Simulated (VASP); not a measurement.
# KBr (I4mm) in VASP: a series of runs, part 2 of 2

VASP 6.6.1.

### Step 5. Single point, r2SCAN

POSCAR

```
KBr
1.0
    0.0000000000      3.2925000000      3.2925000000
    3.2925000000      0.0000000000      3.2925000000
    3.2925000000      3.2925000000      0.0000000000
K Br
1 1
Direct
   -0.0398633257     -0.0398633257      0.0398633257
    0.5000000000      0.5000000000      0.5000000000
```

INCAR.step1

```
ALGO = Normal
EDIFF = 1E-4
ENCUT = 520
GGA = PE
ISMEAR = 0
LASPH = T
LCHARG = F
LREAL = F
LWAVE = T
NBANDS = 15
NELM = 100
PREC = Accurate
SIGMA = 0.05
```

INCAR.step2

```
ALGO = Normal
EDIFF = 1E-7
ENCUT = 520
ISIF = 2
ISMEAR = 0
ISTART = 1
LASPH = T
LCHARG = F
LMIXTAU = T
LREAL = F
LWAVE = F
METAGGA = R2SCAN
NBANDS = 15
NELM = 100
PREC = Accurate
SIGMA = 0.05
```

KPOINTS

```
k-points
0
Gamma
  6 6 6
```

The run is started by

```console
$ cat potpaw_PBE.64/K_sv/POTCAR potpaw_PBE.64/Br/POTCAR > POTCAR
$ cp INCAR.step1 INCAR
$ mpirun -np 1 vasp_std > vasp.out
$ cp INCAR.step2 INCAR
$ mpirun -np 1 vasp_std > vasp.out
```

It took 3.8 min on 1 thread of Intel Xeon Platinum 8375C at 2.90GHz (Ice Lake), shared host; peak memory 0.21 GiB.

Results (log left out):

```yaml
Free_energy: -23.1957 eV
Pressure: 0.6 GPa
Largest_force: 0.438 eV/Å
Band_gap_on_the_k_mesh: 5.11 eV
```

Forces in eV/Å, atoms in the order of the input:
```
K    0.000  0.000  0.438
Br   0.000  0.000 -0.438
```

Stress tensor (GPa, compression positive):
```
0.07 0.00 0.00
0.00 0.07 0.00
0.00 0.00 1.71
```

Levels at points of the mesh, in eV from the valence-band top:
| k point | band 6 | band 7 | band 8 | band 9 | band 10 | band 11 |
| --- | --- | --- | --- | --- | --- | --- |
| (0.00, 0.00, 0.00) | 0.00 | 0.00 | 0.00 | 5.11 | 8.30 | 8.32 |
| (0.50, 0.00, 0.00) | -1.16 | -0.31 | -0.31 | 7.14 | 8.87 | 10.30 |
| (0.50, 0.50, 0.00) | -0.79 | -0.27 | -0.27 | 6.38 | 8.07 | 9.49 |
| (0.00, 0.50, 0.50) | -0.81 | -0.31 | -0.27 | 6.46 | 8.02 | 10.20 |

Caveat: the cell differs from its parent crystal (all K atoms moved +0.263 Å, as atom 1 towards its neighbour atom 2 (Br) at 3.292 Å); the PAW data sets were made with another functional, which shifts forces and pressure a little.

### Step 6. Single point, r2SCAN

POSCAR: that of step 5 with these lines changed.

```diff
@@ -8,3 +8,3 @@
 Direct
-   -0.0398633257     -0.0398633257      0.0398633257
+   -0.0284738041     -0.0284738041      0.0284738041
     0.5000000000      0.5000000000      0.5000000000
```

INCAR.step1

```
SYSTEM = KBr
PREC = Accurate
ENCUT = 520
ISMEAR = 0
SIGMA = 0.05
LREAL = .False.
LASPH = .True.
NELM = 100
NBANDS = 15
GGA = PE
ALGO = Normal
EDIFF = 1E-4
LWAVE = .True.
LCHARG = .False.
```

INCAR.step2

```
SYSTEM = KBr
PREC = Accurate
ENCUT = 520
EDIFF = 1E-7
ISMEAR = 0
SIGMA = 0.05
LREAL = .False.
LASPH = .True.
NELM = 100
ALGO = Normal
ISIF = 2
LWAVE = .False.
LCHARG = .False.
METAGGA = R2SCAN
LMIXTAU = .True.
NBANDS = 15
ISTART = 1
```

KPOINTS

```
Automatic mesh
0
Gamma
  6 6 6
  0 0 0
```

Potentials or basis: VASP PAW PBE potentials, release 64 (K_sv, Br).

The run is started by

```console
$ cat potpaw_PBE.64/K_sv/POTCAR potpaw_PBE.64/Br/POTCAR > POTCAR
$ cp INCAR.step1 INCAR
$ mpirun -np 1 vasp_std > vasp.out
$ cp INCAR.step2 INCAR
$ mpirun -np 1 vasp_std > vasp.out
```

OUTCAR:

```text
SYSTEM = KBr
   PREC = Accurate
   ENCUT = 520
   EDIFF = 1E-7
   ISMEAR = 0
   LREAL = .False.
   LASPH = .True.
   NELM = 100
   ISIF = 2
   METAGGA = R2SCAN
   ISTART = 1

 ion  position               nearest neighbor table
   1  0.972  0.972  0.028-   2 3.11   2 3.30   2 3.30   2 3.30   2 3.30
   2  0.500  0.500  0.500-   1 3.11   1 3.30   1 3.30   1 3.30   1 3.30

  LATTYP: Found a face centered cubic cell.
 ALAT       =     6.5850000000

  Lattice vectors:

 A1 = (   0.0000000000,   3.2925000000,   3.2925000000)
 A2 = (   3.2925000000,   0.0000000000,   3.2925000000)
 A3 = (   3.2925000000,   3.2925000000,   0.0000000000)

Analysis of symmetry for initial positions (statically):
=====================================================================
 Subroutine PRICEL returns:
 Original cell was already a primitive cell.

 Routine SETGRP: Setting up the symmetry group for a
 face centered cubic supercell.

 Subroutine GETGRP returns: Found  8 space group operations
 (whereof  8 operations were pure point group operations)
 out of a pool of 48 trial point group operations.

The static configuration has the point symmetry C_4v.

Analysis of symmetry for dynamics (positions and initial velocities):
=====================================================================
 Subroutine PRICEL returns:
 Original cell was already a primitive cell.

 Routine SETGRP: Setting up the symmetry group for a
 face centered cubic supercell.

 Subroutine GETGRP returns: Found  8 space group operations
 (whereof  8 operations were pure point group operations)
 out of a pool of 48 trial point group operations.

The dynamic configuration has the point symmetry C_4v.

 Subroutine INISYM returns: Found  8 space group operations
 (whereof  8 operations are pure point group operations),
 and found     1 'primitive' translations

----------------------------------------------------------------------------------------

                                     Primitive cell

  volume of cell :      71.3851

[... 120 lines left out ...]
 Gauss-broadening in eV      SIGMA  =   0.05
  energy-cutoff  :      520.00
  volume of cell :       71.39
 maximum number of plane-waves:      1948
 NGX is ok and might be reduce to    36
   NGX = 17   NGY = 17   NGZ = 17

 number of electron      15.9999998 magnetization

 Free energy of the ion-electron system (eV)
  ---------------------------------------------------
  ext. energy  EPLUGINS =         0.00000000
  ---------------------------------------------------
  free energy    TOTEN  =       -23.22261921 eV

  energy without entropy =      -23.22261921  energy(sigma->0) =      -23.22261921

 E-fermi :  -1.8517     XC(G=0):  -7.7734

 val. band max:       -2.1323833597   @ k =   0.0000   0.0000   0.0000
 cond. band min:       2.9748707743   @ k =   0.0000   0.0000   0.0000
 fundamental gap:      5.1072541340
 Fermi energy:        -1.8517338899

 k-point     1 :       0.0000    0.0000    0.0000
  band No.  band energies     occupation
      1     -30.9808      2.00000
      2     -14.8724      2.00000
      3     -13.6878      2.00000
      4     -13.6878      2.00000
      5     -13.6825      2.00000
      6      -2.1340      2.00000
      7      -2.1340      2.00000
      8      -2.1324      2.00000
      9       2.9749      0.00000
     10       6.1361      0.00000
     11       6.1492      0.00000
     12       6.1492      0.00000
     13       7.1116      0.00000
     14       7.1714      0.00000
[... 401 lines left out ...]
      2     -14.9289      2.00000
      3     -13.7271      2.00000
      4     -13.7140      2.00000
      5     -13.5519      2.00000
      6      -2.9900      2.00000
      7      -2.5143      2.00000
      8      -2.4657      2.00000
      9       5.2846      0.00000
     10       5.6399      0.00000
     11       7.5173      0.00000
     12       8.2676      0.00000
     13       8.3395      0.00000
     14       8.9415      0.00000
     15       9.7091      0.00000

 [... further k-points ...]

------------------------ aborting loop because EDIFF is reached ----------------------------------------

  FORCE on cell =-STRESS in cart. coord.  units (eV):
  Direction    XX          YY          ZZ          XY          YZ          ZX
  --------------------------------------------------------------------------------------
  -------------------------------------------------------------------------------------
  Total        0.0534988      0.0534988      0.4204290      0.0000000      0.0000000     -0.0000000
  in kB        1.2007345      1.2007345      9.4361733      0.0000000      0.0000000     -0.0000000
  external PRESSURE =       3.9458807 kB  Pullay stress =       0.0000000 kB

 VOLUME and BASIS-vectors are now :
 -----------------------------------------------------------------------------
  energy-cutoff  :      520.00
  volume of cell :       71.39
      direct lattice vectors                 reciprocal lattice vectors
     0.000000000  3.292500000  3.292500000    -0.151860289  0.151860289  0.151860289
     3.292500000  0.000000000  3.292500000     0.151860289 -0.151860289  0.151860289
     3.292500000  3.292500000  0.000000000     0.151860289  0.151860289 -0.151860289

 POSITION                                       TOTAL-FORCE (eV/Angst)
 -----------------------------------------------------------------------------------
      3.29250      3.29250      6.39750         0.000000      0.000000      0.285956
      3.29250      3.29250      3.29250         0.000000      0.000000     -0.285956
 -----------------------------------------------------------------------------------
    total drift:                               -0.000000     -0.000000     -0.001312

  FREE ENERGIE OF THE ION-ELECTRON SYSTEM (eV)
  ---------------------------------------------------
  free  energy   TOTEN  =       -23.2226192076 eV

  energy  without entropy=      -23.2226192076  energy(sigma->0) =      -23.22261921
```

OUTCAR.step1:

```text
SYSTEM = KBr
   PREC = Accurate
   ENCUT = 520
   ISMEAR = 0
   LREAL = .False.
   LASPH = .True.
[... 654 lines left out ...]
      3.29250      3.29250      6.39750         0.000000      0.000000      0.266437
      3.29250      3.29250      3.29250         0.000000      0.000000     -0.266437
 -----------------------------------------------------------------------------------
    total drift:                               -0.000000     -0.000000     -0.000435

  FREE ENERGIE OF THE ION-ELECTRON SYSTEM (eV)
  ---------------------------------------------------
  free  energy   TOTEN  =        -6.1887843905 eV

  energy  without entropy=       -6.1887843905  energy(sigma->0) =       -6.18878439
```

OSZICAR.step1:

```text
N       E                     dE             d eps       ncg     rms          rms(c)
DAV:   1     0.933566107943E+02    0.93357E+02   -0.66894E+03   900   0.909E+02
DAV:   2     0.129845434664E+00   -0.93227E+02   -0.86411E+02  1140   0.226E+02
DAV:   3    -0.602576766961E+01   -0.61556E+01   -0.61218E+01  1314   0.497E+01
DAV:   4    -0.636025168846E+01   -0.33448E+00   -0.33441E+00  1290   0.976E+00
DAV:   5    -0.636309568885E+01   -0.28440E-02   -0.28440E-02  1305   0.107E+00    0.323E+00
DAV:   6    -0.618993873988E+01    0.17316E+00   -0.22000E-01  1138   0.229E+00    0.235E+00
DAV:   7    -0.617878185479E+01    0.11157E-01   -0.11048E-01  1215   0.180E+00    0.106E+00
DAV:   8    -0.618772010749E+01   -0.89383E-02   -0.12070E-02  1023   0.811E-01    0.123E-01
DAV:   9    -0.618844021396E+01   -0.72011E-03   -0.74523E-04  1229   0.169E-01    0.771E-02
DAV:  10    -0.618876560779E+01   -0.32539E-03   -0.32648E-04   976   0.104E-01    0.122E-02
DAV:  11    -0.618878439050E+01   -0.18783E-04   -0.23952E-05   926   0.320E-02
   1 F= -.61887844E+01 E0= -.61887844E+01  d E =-.913195E-13
```

Run time: 3.3 min. Hardware: 1 thread of Intel Xeon Platinum 8375C at 2.90GHz (Ice Lake), shared host; peak memory 0.22 GiB.

Results:

```yaml
Free_energy: -23.2226 eV
Pressure: 0.4 GPa
Largest_force: 0.286 eV/Å
Band_gap_on_the_k_mesh: 5.11 eV
```

Forces on the atoms (eV/Å):
```
K    0.000  0.000  0.286
Br   0.000  0.000 -0.286
```

Caveat: the cell differs from its parent crystal (all K atoms moved +0.188 Å, as atom 1 towards its neighbour atom 2 (Br) at 3.292 Å); the PAW data sets were made with another functional, which shifts forces and pressure a little.

### Step 7. Summary

```tsv
cell	gap on the mesh (eV)	pressure (GPa)	largest force (eV/Å)
as given, atomic positions A	5.12	0.8	0.53
as given, atomic positions B	5.11	0.5	0.36
as given, atomic positions C	5.10	0.3	0.22
as given, atomic positions D	5.11	0.6	0.44
as given, atomic positions E	5.11	0.4	0.29
```

Alike in all rows: task single point; level r2SCAN; potentials or basis VASP PAW PBE potentials, release 64 (K_sv, Br); no spin polarisation; k mesh 6 × 6 × 6; cutoff (eV) 520; smearing gaussian 0.05 eV.

Caveats: the PAW data sets were made with another functional, which shifts forces and pressure a little.

Total energies depend on the potentials used, so only differences within one code and one set of settings carry meaning.
